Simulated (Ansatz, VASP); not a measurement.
## One calculation of Cr, two programs

```
Cr
1.0
     0.00000    2.46106    2.46106
     2.46106    0.00000    2.46106
     2.46106    2.46106    0.00000
Cr
2
Direct
  0.00000 0.00000 0.00000
  0.50000 0.50000 0.50000
```

Alike in both runs: functional RPBE; k mesh 12 × 12 × 12; occupations fermi-dirac, width 0.05 eV; collinear spin.

Ansatz relaxed the structure, and its values are those at the end. VASP's run is a single point on that final structure, the one shown.

```csv
,VASP,Ansatz
version,VASP 6.6.1,Ansatz 0.2.0
potentials or method,"VASP PAW PBE potentials, release 64 (Cr_pv), cutoff 520 eV","plane waves (420 eV) with PAW, scalar-relativistic"
valence electrons in the cell,24,28
```

|  | VASP | Ansatz | Ansatz less VASP |
| --- | --- | --- | --- |
| pressure (GPa) | 0.4 | 0.0 | -0.38 |
| net moment per atom (μB) | 0.00 | 0.00 | 0.000 |
| size of the moment on the site where the two differ most (μB) | 2.52 | 2.35 | -0.172 |

VASP's potentials were made for PBE, not for RPBE. Site moments also hang on the region over which each program counts them. VASP's potentials hold 24 valence electrons a cell and Ansatz's 28, so a difference there can come from the potentials and not from the codes.
